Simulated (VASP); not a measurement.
# CaO (R-3m) in VASP: notebook, part 2 of 3

VASP 6.6.1.

### Step 4. Single point, r2SCAN

This run uses another cell than the first one, of the same volume but with other edges.

The input, POSCAR:

```
CaO
1.0
   -0.2585328953      2.3267960578      2.3267960578
    2.3267960578     -0.2585328953      2.3267960578
    2.3267960578      2.3267960578     -0.2585328953
Ca O
1 1
Direct
    0.0000000000      0.0000000000      0.0000000000
    0.5000000000      0.5000000000      0.5000000000
```

The input, INCAR.step1:

```
SYSTEM = CaO
PREC = Accurate
ENCUT = 520
ISMEAR = 0
SIGMA = 0.05
LREAL = .FALSE.
LASPH = .TRUE.
NELM = 100
NBANDS = 15
GGA = PE
ALGO = Normal
EDIFF = 1E-4
LWAVE = .TRUE.
LCHARG = .FALSE.
```

The input, INCAR.step2:

```
SYSTEM = CaO
PREC = Accurate
ENCUT = 520
EDIFF = 1E-7
ISMEAR = 0
SIGMA = 0.05
LREAL = .FALSE.
LASPH = .TRUE.
NELM = 100
ALGO = Normal
ISIF = 2
LWAVE = .FALSE.
LCHARG = .FALSE.
METAGGA = R2SCAN
LMIXTAU = .TRUE.
NBANDS = 15
ISTART = 1
```

The input, KPOINTS:

```
regular mesh
0
G
  10 10 10
  0 0 0
```

Potentials or basis: VASP PAW PBE potentials, release 64 (Ca_sv, O).

On the command line:

```bash
cat potpaw_PBE.64/Ca_sv/POTCAR potpaw_PBE.64/O/POTCAR > POTCAR
cp INCAR.step1 INCAR
mpirun -np 1 vasp_std > vasp.out
cp INCAR.step2 INCAR
mpirun -np 1 vasp_std > vasp.out
```

OUTCAR:

```text
SYSTEM = CaO
   PREC = Accurate
   ENCUT = 520
   EDIFF = 1E-7
   ISMEAR = 0
   LREAL = .FALSE.
   LASPH = .TRUE.
   NELM = 100
   ISIF = 2
   METAGGA = R2SCAN
   ISTART = 1

 ion  position               nearest neighbor table
   1  0.000  0.000  0.000-   2 2.46   2 2.46   2 2.46   2 2.46   2 2.46   2 2.46
   2  0.500  0.500  0.500-   1 2.46   1 2.46   1 2.46   1 2.46   1 2.46   1 2.46

  LATTYP: Found a trigonal (rhomboedric) cell.
 ALAT       =     3.3007270483
 COS(alpha) =     0.3865030675

  Lattice vectors:

 A1 = (  -0.2585328953,   2.3267960578,   2.3267960578)
 A2 = (   2.3267960578,  -0.2585328953,   2.3267960578)
 A3 = (   2.3267960578,   2.3267960578,  -0.2585328953)

Analysis of symmetry for initial positions (statically):
=====================================================================
 Subroutine PRICEL returns:
 Original cell was already a primitive cell.

 Routine SETGRP: Setting up the symmetry group for a
 trigonal (rhombohedral) supercell.

 Subroutine GETGRP returns: Found 12 space group operations
 (whereof 12 operations were pure point group operations)
 out of a pool of 12 trial point group operations.

The static configuration has the point symmetry D_3d.

Analysis of symmetry for dynamics (positions and initial velocities):
=====================================================================
 Subroutine PRICEL returns:
 Original cell was already a primitive cell.

 Routine SETGRP: Setting up the symmetry group for a
 trigonal (rhombohedral) supercell.

 Subroutine GETGRP returns: Found 12 space group operations
 (whereof 12 operations were pure point group operations)
 out of a pool of 12 trial point group operations.

The dynamic configuration has the point symmetry D_3d.

 Subroutine INISYM returns: Found 12 space group operations
 (whereof 12 operations are pure point group operations),
 and found     1 'primitive' translations

----------------------------------------------------------------------------------------

                                     Primitive cell

  volume of cell :      29.3762

  direct lattice vectors                    reciprocal lattice vectors
    -0.258532895  2.326796058  2.326796058    -0.182022576  0.204775398  0.204775398
     2.326796058 -0.258532895  2.326796058     0.204775398 -0.182022576  0.204775398
     2.326796058  2.326796058 -0.258532895     0.204775398  0.204775398 -0.182022576

  length of vectors
     3.300727048  3.300727048  3.300727048     0.342049916  0.342049916  0.342049916

  position of ions in fractional coordinates (direct lattice)
     0.000000000  0.000000000  0.000000000
     0.500000000  0.500000000  0.500000000

  ion indices of the primitive-cell ions
   primitive index   ion index
                 1           1
                 2           2

----------------------------------------------------------------------------------------

 KPOINTS: regular mesh

Automatic generation of k-mesh.
 Grid dimensions read from file:
 generate k-points for:   10   10   10

 Generating k-lattice:

  Cartesian coordinates                     Fractional coordinates (reciprocal lattice)
    -0.018202258  0.020477540  0.020477540     0.100000000  0.000000000  0.000000000
     0.020477540 -0.018202258  0.020477540     0.000000000  0.100000000  0.000000000
[... 41 lines left out ...]
   number of dos      NEDOS =    301   number of ions     NIONS =      2
   total plane-waves  NPLWV =  21952
   dimension x,y,z NGX =    28 NGY =   28 NGZ =   28
   dimension x,y,z NGXF=    56 NGYF=   56 NGZF=   56
   ions per type =               1   1
   NGX,Y,Z   is equivalent  to a cutoff of  14.10, 14.10, 14.10 a.u.
   NGXF,Y,Z  is equivalent  to a cutoff of  28.21, 28.21, 28.21 a.u.
 SYSTEM =  CaO
   PREC   = accura    normal or accurate (medium, high low for compatibility)
   ISTART =      1    job   : 0-new  1-cont  2-samecut
   ICHARG =      0    charge: 1-file 2-atom 10-const
   ISPIN  =      1    spin polarized calculation?
   LNONCOLLINEAR =      F non collinear calculations
   LSORBIT =      F    spin-orbit coupling
   LASPH  =      T    aspherical Exc in radial PAW
   ENCUT  =  520.0 eV  38.22 Ry    6.18 a.u.   6.14  6.14  6.14*2*pi/ulx,y,z
   NELM   =    100;   NELMIN=  2; NELMDL=  0     # of ELM steps
   EDIFF  = 0.1E-06   stopping-criterion for ELM
   LREAL  =      F    real-space projection
   EDIFFG = 0.1E-05   stopping-criterion for IOM
   NSW    =      0    number of steps for IOM
   IBRION =     -1    ionic relax: 0-MD 1-quasi-New 2-CG
   NFREE  =      0    steps in history (QN), initial steepest desc. (CG)
   ISIF   =      2    stress and relaxation
   ISYM   =      2    0-nonsym 1-usesym 2-fastsym
   POTIM  = 0.5000    time-step for ionic-motion
   TEBEG  =    0.0;   TEEND  =   0.0 temperature during run
   PSTRESS=    0.0 pullay stress
   NELECT =      16.0000    total number of electrons
   NUPDOWN=      -1.0000    fix difference up-down
   EMIN   =  10.00;   EMAX   =-10.00  energy-range for DOS
   EFERMI =   0.00;   METHOD = LEGACY
   ISMEAR =     0;   SIGMA  =   0.05  broadening in eV -4-tet -1-fermi 0-gaus
   EFERMI_NEDOS =   21; number of points for ismear=-14 and -15
   IALGO  =     38    algorithm
   IMIX   =      4    mixing-type and parameters
     AMIX     =   0.40;   BMIX     =  1.00
     AMIX_MAG =   1.60;   BMIX_MAG =  1.00
  volume/ion in A,a.u.               =      14.69        99.12
  Fermi-wavevector in a.u.,A,eV,Ry     =   1.336953  2.526474 24.319632  1.787443
  Thomas-Fermi vector in A             =   2.465539
   LORBIT       =      0    0 simple, 1 ext, 2 COOP (PROOUT), +10 PAW based schemes
   METAGGA = R2SCAN    functional components
   LHFCALC =     F    Hartree Fock is set to
   AEXX    =    0.0000 exact exchange contribution
   IVDW    =     0    specifies the selected vdW correction
   LEPSILON=     F    determine dielectric tensor
   LRPA    =     F    only Hartree local field effects (RPA)
 non-spin polarized calculation
 Gauss-broadening in eV      SIGMA  =   0.05
  energy-cutoff  :      520.00
  volume of cell :       29.38
 maximum number of plane-waves:       802
 NGX is ok and might be reduce to    28

 number of electron      15.9999998 magnetization

 Free energy of the ion-electron system (eV)
  ---------------------------------------------------
  ext. energy  EPLUGINS =         0.00000000
  ---------------------------------------------------
  free energy    TOTEN  =       -19.22503014 eV

  energy without entropy =      -19.22503014  energy(sigma->0) =      -19.22503014

 E-fermi :   2.4121     XC(G=0): -10.7919

 val. band max:        2.1106907461   @ k =   0.0000   0.0000   0.0000
 cond. band min:       5.8853413549   @ k =   0.5000   0.5000  -0.0000
 fundamental gap:      3.7746506088
 Fermi energy:         2.4121328913

 k-point     1 :       0.0000    0.0000    0.0000
  band No.  band energies     occupation
      1     -37.7399      2.00000
      2     -17.6674      2.00000
      3     -17.6360      2.00000
      4     -17.6360      2.00000
      5     -14.5800      2.00000
      6       1.6915      2.00000
      7       1.6915      2.00000
      8       2.1107      2.00000
      9       6.5416      0.00000
     10       7.6972      0.00000
     11       7.6972      0.00000
     12       9.6664      0.00000
     13      10.0453      0.00000
     14      10.0453      0.00000
[... 401 lines left out ...]
      2     -18.2148      2.00000
      3     -17.8385      2.00000
      4     -17.7207      2.00000
      5     -14.1138      2.00000
      6       0.1445      2.00000
      7       1.0761      2.00000
      8       1.6240      2.00000
      9       6.4714      0.00000
     10       9.5625      0.00000
     11      10.4450      0.00000
     12      10.7661      0.00000
     13      11.1088      0.00000
     14      12.7322      0.00000
     15      17.3694      0.00000

 [... further k-points ...]

------------------------ aborting loop because EDIFF is reached ----------------------------------------

  FORCE on cell =-STRESS in cart. coord.  units (eV):
  Direction    XX          YY          ZZ          XY          YZ          ZX
  --------------------------------------------------------------------------------------
  -------------------------------------------------------------------------------------
  Total       -1.2034533     -1.2034533     -1.2034533      1.0939610      1.0939610      1.0939610
  in kB      -65.6362052    -65.6362052    -65.6362052     59.6645111     59.6645111     59.6645111
  external PRESSURE =     -65.6362052 kB  Pullay stress =       0.0000000 kB

 VOLUME and BASIS-vectors are now :
 -----------------------------------------------------------------------------
  energy-cutoff  :      520.00
  volume of cell :       29.38
      direct lattice vectors                 reciprocal lattice vectors
    -0.258532895  2.326796058  2.326796058    -0.182022576  0.204775398  0.204775398
     2.326796058 -0.258532895  2.326796058     0.204775398 -0.182022576  0.204775398
     2.326796058  2.326796058 -0.258532895     0.204775398  0.204775398 -0.182022576

 POSITION                                       TOTAL-FORCE (eV/Angst)
 -----------------------------------------------------------------------------------
      0.00000      0.00000      0.00000         0.000000     -0.000000     -0.000000
      2.19753      2.19753      2.19753        -0.000000      0.000000      0.000000
 -----------------------------------------------------------------------------------
    total drift:                                0.000000      0.000000      0.000000

  FREE ENERGIE OF THE ION-ELECTRON SYSTEM (eV)
  ---------------------------------------------------
  free  energy   TOTEN  =       -19.2250301398 eV

  energy  without entropy=      -19.2250301398  energy(sigma->0) =      -19.22503014
```

OUTCAR.step1:

```text
SYSTEM = CaO
   PREC = Accurate
   ENCUT = 520
   ISMEAR = 0
   LREAL = .FALSE.
   LASPH = .TRUE.
[... 655 lines left out ...]
      0.00000      0.00000      0.00000         0.000000     -0.000000      0.000000
      2.19753      2.19753      2.19753        -0.000000      0.000000     -0.000000
 -----------------------------------------------------------------------------------
    total drift:                                0.000000      0.000000      0.000000

  FREE ENERGIE OF THE ION-ELECTRON SYSTEM (eV)
  ---------------------------------------------------
  free  energy   TOTEN  =       -12.6011107206 eV

  energy  without entropy=      -12.6011107206  energy(sigma->0) =      -12.60111072
```

OSZICAR.step1:

```text
N       E                     dE             d eps       ncg     rms          rms(c)
DAV:   1     0.122620396780E+03    0.12262E+03   -0.83737E+03  3480   0.109E+03
DAV:   2    -0.898071978177E+01   -0.13160E+03   -0.12274E+03  4279   0.287E+02
DAV:   3    -0.141709939865E+02   -0.51903E+01   -0.51556E+01  4151   0.586E+01
DAV:   4    -0.143152248145E+02   -0.14423E+00   -0.14415E+00  5071   0.859E+00
DAV:   5    -0.143162413075E+02   -0.10165E-02   -0.10165E-02  4088   0.691E-01    0.855E+00
DAV:   6    -0.126985078588E+02    0.16177E+01   -0.53631E+00  3902   0.219E+01    0.380E+00
DAV:   7    -0.126068893511E+02    0.91619E-01   -0.43419E-01  3795   0.661E+00    0.182E+00
DAV:   8    -0.126014224245E+02    0.54669E-02   -0.81360E-02  4502   0.306E+00    0.391E-01
DAV:   9    -0.126004195179E+02    0.10029E-02   -0.47355E-03  3635   0.561E-01    0.117E-01
DAV:  10    -0.126011503368E+02   -0.73082E-03   -0.85989E-04  4475   0.283E-01    0.637E-02
DAV:  11    -0.126011107206E+02    0.39616E-04   -0.48698E-05  2972   0.989E-02
   1 F= -.12601111E+02 E0= -.12601111E+02  d E =-.110410E-23
```

It took 99 s on 1 thread of Intel Xeon 6975P-C (Granite Rapids), shared host; peak memory 0.2 GiB.

What came out:

* Free energy: -19.2250 eV
* Pressure: -6.6 GPa
* Band gap on the k mesh: 3.77 eV (least direct gap 4.20 eV)

Stress tensor (GPa, compression positive):
```
-6.56  5.97  5.97
 5.97 -6.56  5.97
 5.97  5.97 -6.56
```

Levels at points of the mesh, in eV from the valence-band top:
```tsv
k point	band 5	band 6	band 7	band 8	band 9	band 10	band 11	band 12
(0.00, 0.00, 0.00)	-16.69	-0.42	-0.42	0.00	4.43	5.59	5.59	7.56
(0.50, 0.00, 0.00)	-15.69	-2.85	-1.50	-0.84	6.53	7.30	8.47	9.02
(0.50, 0.50, 0.00)	-16.43	-1.69	-0.95	-0.43	3.77	7.58	8.62	9.10
(0.50, 0.50, 0.50)	-15.73	-2.74	-1.87	-1.87	7.14	8.48	8.84	8.84
```

Caveat: the cell stands under tension; the PAW data sets were made with another functional, which shifts forces and pressure a little. A k mesh can miss the band edges.

### Step 5. Single point, r2SCAN

This run uses another cell than the first one, of the same volume but with other edges.

The input, POSCAR:

```
CaO
1.0
    0.3072796313      2.6118768660      2.6118768660
    2.6118768660      0.3072796313      2.6118768660
    2.6118768660      2.6118768660      0.3072796313
Ca O
1 1
Direct
    0.0000000000      0.0000000000      0.0000000000
    0.5000000000      0.5000000000      0.5000000000
```

The input, INCAR.step1:

```
SYSTEM = CaO
ALGO = Normal
EDIFF = 1E-4
ENCUT = 520
GGA = PE
ISMEAR = 0
LASPH = .TRUE.
LCHARG = .FALSE.
LREAL = .FALSE.
LWAVE = .TRUE.
NBANDS = 15
NELM = 100
PREC = Accurate
SIGMA = 0.05
```

The input, INCAR.step2:

```
SYSTEM = CaO
ALGO = Normal
EDIFF = 1E-7
ENCUT = 520
ISIF = 2
ISMEAR = 0
ISTART = 1
LASPH = .TRUE.
LCHARG = .FALSE.
LMIXTAU = .TRUE.
LREAL = .FALSE.
LWAVE = .FALSE.
METAGGA = R2SCAN
NBANDS = 15
NELM = 100
PREC = Accurate
SIGMA = 0.05
```

The input, KPOINTS:

```
k-points
0
G
  10 10 10
  0 0 0
```

On the command line:

```bash
cat potpaw_PBE.64/Ca_sv/POTCAR potpaw_PBE.64/O/POTCAR > POTCAR
cp INCAR.step1 INCAR
mpirun -np 1 vasp_std > vasp.out
cp INCAR.step2 INCAR
mpirun -np 1 vasp_std > vasp.out
```

Run time: 1.7 min. Hardware: 1 thread of Intel Xeon 6975P-C (Granite Rapids), shared host; peak memory 0.2 GiB.

It converged, with:

```yaml
Free_energy: -19.0488 eV
Pressure: -6.6 GPa
Band_gap_on_the_k_mesh: 3.55 eV (least direct gap 3.76 eV)
```

Stress tensor (GPa, compression positive):
```
 -6.57 -12.25 -12.25
-12.25  -6.57 -12.25
-12.25 -12.25  -6.57
```

Levels at points of the mesh, in eV from the valence-band top:
```
           k point  band 6  band 7  band 8  band 9  band 10  band 11
(0.00, 0.00, 0.00)   -0.76    0.00    0.00    3.76     6.03     6.36
(0.50, 0.00, 0.00)   -2.78   -1.98   -1.05    5.98     8.31     8.60
(0.50, 0.50, 0.00)   -1.71   -0.96   -0.38    3.55     7.49     8.51
(0.50, 0.50, 0.50)   -2.95   -0.74   -0.74    6.15     7.50     7.50
```

Caveat: the cell stands under tension; the PAW data sets were made with another functional, which shifts forces and pressure a little.

(Part 2 of 3 ends here.)
